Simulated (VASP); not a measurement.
# Cu (I4/mmm) in VASP: notebook

The runs below take Cu through single point, with PBEsol.

Program: VASP 6.6.1. These are calculated values, not measurements. Logs are shortened: lines on timing, memory, paths and dates and some standing lists are left out, and cuts for length are marked.

### Step 1. The cell of the first run

The structure is tetragonal, space group I4/mmm (No. 139). Conventional cell: a = 2.775 Å, b = 2.775 Å, c = 2.502 Å, α = 90.00°, β = 90.00°, γ = 90.00°. Cu (site symmetry 4/mmm) has 14 Cu at 2.33 to 2.77 Å within 3.1 Å.

### Step 2. Single point, PBEsol (strain -0.040 along x and y, -0.080 along z)

INCAR reads:

```
ALGO     = Fast           # electronic algorithm
EDIFF    = 1E-6           # SCF threshold, eV
ENCUT    = 520            # plane-wave cutoff, eV
GGA      = PS             # functional
ISIF     = 2              # what is computed and relaxed
ISMEAR   = 0              # smearing method
LASPH    = T              # aspherical terms in the spheres
LCHARG   = F              # write CHGCAR
LREAL    = F              # projectors in reciprocal space
LWAVE    = F              # write WAVECAR
NBANDS   = 12             # bands
NELM     = 80             # most SCF steps
PREC     = Accurate       # precision mode
SIGMA    = 0.15           # smearing width, eV
```

KPOINTS reads:

```
k-points
0
Gamma
  30 30 30
```

POSCAR reads:

```
Cu
1.0
   -1.3872880530      1.3872880530      1.2512066359
    1.3872880530     -1.3872880530      1.2512066359
    1.3872880530      1.3872880530     -1.2512066359
Cu
1
Direct
    0.0000000000      0.0000000000      0.0000000000
```

Potentials or basis: VASP PAW PBE potentials, release 64 (Cu).

Command:

```bash
$ cat potpaw_PBE.64/Cu/POTCAR > POTCAR
$ mpirun -np 1 vasp_std > vasp.out
```

OUTCAR:

```text
EDIFF = 1E-6
   ENCUT = 520
   GGA = PS
   ISIF = 2
   ISMEAR = 0
   LASPH = T
   LREAL = F
   NELM = 80
   PREC = Accurate

 ion  position               nearest neighbor table
   1  0.000  0.000  0.000-

  LATTYP: Found a body centered tetragonal cell.
 ALAT       =     2.7745761060
 C/A-ratio  =     0.9019083190

  Lattice vectors:

 A1 = (  -1.3872880530,   1.3872880530,   1.2512066359)
 A2 = (   1.3872880530,  -1.3872880530,   1.2512066359)
 A3 = (   1.3872880530,   1.3872880530,  -1.2512066359)

Analysis of symmetry for initial positions (statically):
=====================================================================
 Subroutine PRICEL returns:
 Original cell was already a primitive cell.

 Routine SETGRP: Setting up the symmetry group for a
 body centered tetragonal supercell.

 Subroutine GETGRP returns: Found 16 space group operations
 (whereof 16 operations were pure point group operations)
 out of a pool of 16 trial point group operations.

The static configuration has the point symmetry D_4h.

Analysis of symmetry for dynamics (positions and initial velocities):
=====================================================================
 Subroutine PRICEL returns:
 Original cell was already a primitive cell.

 Routine SETGRP: Setting up the symmetry group for a
 body centered tetragonal supercell.

 Subroutine GETGRP returns: Found 16 space group operations
 (whereof 16 operations were pure point group operations)
 out of a pool of 16 trial point group operations.

The dynamic configuration has the point symmetry D_4h.

 Subroutine INISYM returns: Found 16 space group operations
 (whereof 16 operations are pure point group operations),
 and found     1 'primitive' translations

----------------------------------------------------------------------------------------

                                     Primitive cell

  volume of cell :       9.6321

  direct lattice vectors                    reciprocal lattice vectors
    -1.387288053  1.387288053  1.251206636     0.000000000  0.360415415  0.399614249
     1.387288053 -1.387288053  1.251206636     0.360415415  0.000000000  0.399614249
     1.387288053  1.387288053 -1.251206636     0.360415415  0.360415415  0.000000000

  length of vectors
     2.326940981  2.326940981  2.326940981     0.538136432  0.538136432  0.509704369

  position of ions in fractional coordinates (direct lattice)
     0.000000000  0.000000000  0.000000000

  ion indices of the primitive-cell ions
   primitive index   ion index
                 1           1

----------------------------------------------------------------------------------------

 KPOINTS: k-points

Automatic generation of k-mesh.
 Grid dimensions read from file:
 generate k-points for:   30   30   30

 Generating k-lattice:

  Cartesian coordinates                     Fractional coordinates (reciprocal lattice)
     0.000000000  0.012013847  0.013320475     0.033333333  0.000000000 -0.000000000
     0.012013847  0.000000000  0.013320475     0.000000000  0.033333333 -0.000000000
     0.012013847  0.012013847  0.000000000     0.000000000  0.000000000  0.033333333

  Length of vectors
     0.017937881  0.017937881  0.016990146

  Shift w.r.t. Gamma in fractional coordinates (k-lattice)
     0.000000000  0.000000000  0.000000000

 Subroutine IBZKPT returns following result:
 ===========================================

 Found   1992 irreducible k-points:

 Following reciprocal coordinates:
            Coordinates               Weight
  0.000000  0.000000  0.000000      1.000000
  0.033333  0.000000  0.000000      8.000000
  0.066667  0.000000 -0.000000      8.000000
  0.100000  0.000000  0.000000      8.000000
  0.133333  0.000000  0.000000      8.000000
  0.166667  0.000000  0.000000      8.000000
[... 16 lines left out ...]
  0.233333  0.033333  0.000000     16.000000
  0.266667  0.033333  0.000000     16.000000
 [... further k-points ...]
   k-points           NKPTS =   1992   k-points in BZ     NKDIM =   1992   number of bands    NBANDS=     12
   number of dos      NEDOS =    301   number of ions     NIONS =      1
   total plane-waves  NPLWV =   5832
   dimension x,y,z NGX =    18 NGY =   18 NGZ =   18
   dimension x,y,z NGXF=    36 NGYF=   36 NGZF=   36
   ions per type =               1
   NGX,Y,Z   is equivalent  to a cutoff of  12.86, 12.86, 12.86 a.u.
   NGXF,Y,Z  is equivalent  to a cutoff of  25.72, 25.72, 25.72 a.u.
 SYSTEM =  unknown system
   PREC   = accura    normal or accurate (medium, high low for compatibility)
   ISTART =      0    job   : 0-new  1-cont  2-samecut
   ICHARG =      2    charge: 1-file 2-atom 10-const
   ISPIN  =      1    spin polarized calculation?
   LNONCOLLINEAR =      F non collinear calculations
   LSORBIT =      F    spin-orbit coupling
   LASPH  =      T    aspherical Exc in radial PAW
   ENCUT  =  520.0 eV  38.22 Ry    6.18 a.u.   4.33  4.33  4.33*2*pi/ulx,y,z
   NELM   =     80;   NELMIN=  2; NELMDL= -5     # of ELM steps
   EDIFF  = 0.1E-05   stopping-criterion for ELM
   LREAL  =      F    real-space projection
   EDIFFG = 0.1E-04   stopping-criterion for IOM
   NSW    =      0    number of steps for IOM
   IBRION =     -1    ionic relax: 0-MD 1-quasi-New 2-CG
   NFREE  =      0    steps in history (QN), initial steepest desc. (CG)
   ISIF   =      2    stress and relaxation
   ISYM   =      2    0-nonsym 1-usesym 2-fastsym
   POTIM  = 0.5000    time-step for ionic-motion
   TEBEG  =    0.0;   TEEND  =   0.0 temperature during run
   PSTRESS=    0.0 pullay stress
   NELECT =      11.0000    total number of electrons
   NUPDOWN=      -1.0000    fix difference up-down
   EMIN   =  10.00;   EMAX   =-10.00  energy-range for DOS
   EFERMI =   0.00;   METHOD = LEGACY
   ISMEAR =     0;   SIGMA  =   0.15  broadening in eV -4-tet -1-fermi 0-gaus
   EFERMI_NEDOS =   21; number of points for ismear=-14 and -15
   IALGO  =     68    algorithm
   IMIX   =      4    mixing-type and parameters
     AMIX     =   0.40;   BMIX     =  1.00
     AMIX_MAG =   1.60;   BMIX_MAG =  1.00
  volume/ion in A,a.u.               =       9.63        65.00
  Fermi-wavevector in a.u.,A,eV,Ry     =   1.711190  3.233681 39.840197  2.928172
  Thomas-Fermi vector in A             =   2.789350
   LORBIT       =      0    0 simple, 1 ext, 2 COOP (PROOUT), +10 PAW based schemes
   GGA     = PS    functional components
   LHFCALC =     F    Hartree Fock is set to
   AEXX    =    0.0000 exact exchange contribution
   IVDW    =     0    specifies the selected vdW correction
   LEPSILON=     F    determine dielectric tensor
   LRPA    =     F    only Hartree local field effects (RPA)
 non-spin polarized calculation
 RMM-DIIS sequential band-by-band and
 Gauss-broadening in eV      SIGMA  =   0.15
  energy-cutoff  :      520.00
  volume of cell :        9.63
 maximum number of plane-waves:       277
 NGX is ok and might be reduce to    18
   NGX =  9   NGY =  9   NGZ =  9

 number of electron      11.0000019 magnetization

 Free energy of the ion-electron system (eV)
  ---------------------------------------------------
  ext. energy  EPLUGINS =         0.00000000
  ---------------------------------------------------
  free energy    TOTEN  =        -4.07005693 eV

  energy without entropy =       -4.06673265  energy(sigma->0) =       -4.06839479

 E-fermi :  10.2598     XC(G=0): -14.1444

 val. band max:       10.2587243169   @ k =  -0.4000   0.4333   0.1667
 cond. band min:      10.2635634144   @ k =  -0.1333   0.4333   0.1333
 fundamental gap:      0.0048390975
 Fermi energy:        10.2598239617

 k-point     1 :       0.0000    0.0000    0.0000
  band No.  band energies     occupation
      1      -0.8458      2.00000
      2       6.0291      2.00000
      3       6.6067      2.00000
      4       6.6067      2.00000
      5       7.3676      2.00000
      6       7.9943      2.00000
      7      36.0015      0.00000
      8      36.0015      0.00000
      9      39.2458      0.00000
     10      41.3760      0.00000
     11      41.4590      0.00000
     12      43.2745      0.00000

 k-point     2 :       0.0333    0.0000    0.0000
  band No.  band energies     occupation
      1      -0.7939      2.00000
      2       6.0370      2.00000
      3       6.6033      2.00000
      4       6.6081      2.00000
      5       7.3711      2.00000
      6       7.9841      2.00000
      7      35.8242      0.00000
      8      35.9022      0.00000
      9      38.8078      0.00000
     10      41.2673      0.00000
     11      41.3539      0.00000
     12      42.4751      0.00000

 k-point     3 :       0.0667    0.0000   -0.0000
  band No.  band energies     occupation
      1      -0.6389      2.00000
      2       6.0539      2.00000
      3       6.5916      2.00000
      4       6.6191      2.00000
      5       7.3826      2.00000
      6       7.9553      2.00000
      7      35.2950      0.00000
      8      35.6342      0.00000
      9      37.6623      0.00000
     10      40.5057      0.00000
     11      41.2707      0.00000
     12      41.6927      0.00000

 k-point     4 :       0.1000    0.0000    0.0000
  band No.  band energies     occupation
      1      -0.3832      2.00000
      2       6.0607      2.00000
      3       6.5674      2.00000
      4       6.6592      2.00000
      5       7.4051      2.00000
      6       7.9134      2.00000
      7      34.3782      0.00000
      8      35.2580      0.00000
      9      36.2547      0.00000
     10      39.4196      0.00000
     11      40.7924      0.00000
     12      41.4697      0.00000

 k-point     5 :       0.1333    0.0000    0.0000
  band No.  band energies     occupation
      1      -0.0315      2.00000
      2       6.0367      2.00000
      3       6.5274      2.00000
      4       6.7493      2.00000
      5       7.4421      2.00000
      6       7.8657      2.00000
      7      32.9911      0.00000
      8      34.8225      0.00000
      9      35.0032      0.00000
     10      38.2821      0.00000
     11      40.0677      0.00000
     12      41.7248      0.00000
[... 228 lines left out ...]
      1       0.7197      2.00000
      2       5.9410      2.00000
      3       6.4107      2.00000
      4       6.9914      2.00000
      5       7.5944      2.00000
      6       7.7578      2.00000
      7      30.2474      0.00000
      8      33.0668      0.00000
      9      35.0901      0.00000
     10      35.8986      0.00000
     11      39.1412      0.00000
     12      41.7269      0.00000

 k-point    22 :       0.2000    0.0333    0.0000
  band No.  band energies     occupation
      1       1.2710      2.00000
      2       5.8412      2.00000
      3       6.3560      2.00000
      4       7.2036      2.00000
      5       7.6622      2.00000
      6       7.7328      2.00000
      7      28.3424      0.00000
      8      32.2754      0.00000
      9      34.2264      0.00000
     10      35.2519      0.00000
     11      38.6814      0.00000
     12      42.2673      0.00000

 k-point    23 :       0.2333    0.0333    0.0000
  band No.  band energies     occupation
      1       1.8650      2.00000
      2       5.7313      2.00000
      3       6.3305      2.00000
      4       7.4425      2.00000
      5       7.6732      2.00000
      6       7.7858      2.00000
      7      26.4429      0.00000
      8      31.5080      0.00000
      9      33.2731      0.00000
     10      34.8233      0.00000
     11      38.3256      0.00000
     12      42.8689      0.00000

 k-point    24 :       0.2667    0.0333    0.0000
  band No.  band energies     occupation
      1       2.4608      2.00000
      2       5.6194      2.00000
      3       6.3750      2.00000
      4       7.6580      2.00000
      5       7.7028      2.00000
      6       7.8756      2.00000
      7      24.5818      0.00000
      8      30.7866      0.00000
      9      32.3566      0.00000
     10      34.4971      0.00000
     11      38.0645      0.00000
     12      43.4986      0.00000

 [... further k-points ...]

------------------------ aborting loop because EDIFF is reached ----------------------------------------

  FORCE on cell =-STRESS in cart. coord.  units (eV):
  Direction    XX          YY          ZZ          XY          YZ          ZX
  --------------------------------------------------------------------------------------
  -------------------------------------------------------------------------------------
  Total        2.4933959      2.4933959      2.7373396      0.0000000      0.0000000      0.0000000
  in kB      414.7434213    414.7434213    455.3202209      0.0000000      0.0000000      0.0000000
  external PRESSURE =     428.2690212 kB  Pullay stress =       0.0000000 kB

 VOLUME and BASIS-vectors are now :
 -----------------------------------------------------------------------------
  energy-cutoff  :      520.00
  volume of cell :        9.63
      direct lattice vectors                 reciprocal lattice vectors
    -1.387288053  1.387288053  1.251206636     0.000000000  0.360415415  0.399614249
     1.387288053 -1.387288053  1.251206636     0.360415415  0.000000000  0.399614249
     1.387288053  1.387288053 -1.251206636     0.360415415  0.360415415  0.000000000

 POSITION                                       TOTAL-FORCE (eV/Angst)
 -----------------------------------------------------------------------------------
      0.00000      0.00000      0.00000         0.000000      0.000000     -0.000000
 -----------------------------------------------------------------------------------
    total drift:                                0.000000      0.000000      0.000000

  FREE ENERGIE OF THE ION-ELECTRON SYSTEM (eV)
  ---------------------------------------------------
  free  energy   TOTEN  =        -4.0700569341 eV

  energy  without entropy=       -4.0667326528  energy(sigma->0) =       -4.06839479
```

Wall time 3 min (1 thread of Intel Xeon 8259CL, shared host); peak memory 0.33 GiB.

Results:

```yaml
Free_energy: -4.0701 eV
Pressure: 42.8 GPa
Band_gap_on_the_k_mesh: zero (an odd number of electrons rules out a gap without spin polarisation)
```

Stress tensor (GPa, compression positive):
```
41.47  0.00  0.00
 0.00 41.47  0.00
 0.00  0.00 45.53
```

Caveat: the cell differs from its parent crystal (strain -0.040 along x and y, -0.080 along z); the cell stands under pressure; the PAW data sets were made with another functional, which shifts forces and pressure a little.

### Step 3. Single point, PBEsol (strain -0.080 along x and y, +0.080 along z)

INCAR reads:

```
SYSTEM = Cu
PREC = Accurate
ENCUT = 520
EDIFF = 1E-6
ISMEAR = 0
SIGMA = 0.15
LREAL = .FALSE.
LASPH = .TRUE.
NELM = 80
ALGO = Fast
ISIF = 2
LWAVE = .FALSE.
LCHARG = .TRUE.
GGA = PS
LELF = .TRUE.
LVHAR = .TRUE.
NBANDS = 12
```

KPOINTS reads:

```
regular mesh
0
G
  30 30 30
  0 0 0
```

POSCAR reads:

```
Cu
1.0
   -1.3294843841      1.3294843841      1.4688077899
    1.3294843841     -1.3294843841      1.4688077899
    1.3294843841      1.3294843841     -1.4688077899
Cu
1
Direct
    0.0000000000      0.0000000000      0.0000000000
```

Potentials or basis: VASP PAW PBE potentials, release 64 (Cu).

Command:

```bash
$ cat potpaw_PBE.64/Cu/POTCAR > POTCAR
$ mpirun -np 1 vasp_std > vasp.out
```

It took 3.9 min on 1 thread of Intel Xeon 8259CL, shared host; peak memory 0.34 GiB.

The run converged. Its results:

* Free energy: -4.2196 eV
* Pressure: 19.7 GPa
* Band gap on the k mesh: zero (an odd number of electrons rules out a gap without spin polarisation)

Stress tensor (GPa, compression positive):
```
18.93  0.00  0.00
 0.00 18.93  0.00
 0.00  0.00 21.23
```

Levels at points of the mesh, in eV from the Fermi level:
```
           k point  band 2  band 3  band 4  band 5  band 6  band 7  band 8  band 9  band 10  band 11
(0.00, 0.00, 0.00)   -3.67   -3.67   -3.25   -2.61   -2.17   24.92   26.74   26.74    29.77    30.18
(0.50, 0.00, 0.00)   -4.22   -2.69   -2.12   -1.49   -1.22    4.73   19.48   20.32    23.88    27.30
(0.50, 0.50, 0.00)   -4.78   -2.08   -2.04   -1.41   -0.40    5.85   16.91   17.22    21.43    25.10
(0.50, 0.50, 0.50)   -5.37   -1.72   -1.61   -1.61    6.19   10.14   10.14   12.92    15.72    19.03
```

Caveat: the cell differs from its parent crystal (strain -0.080 along x and y, +0.080 along z); the cell stands under pressure; the PAW data sets were made with another functional, which shifts forces and pressure a little.

(Part 1 of 2 ends here.)
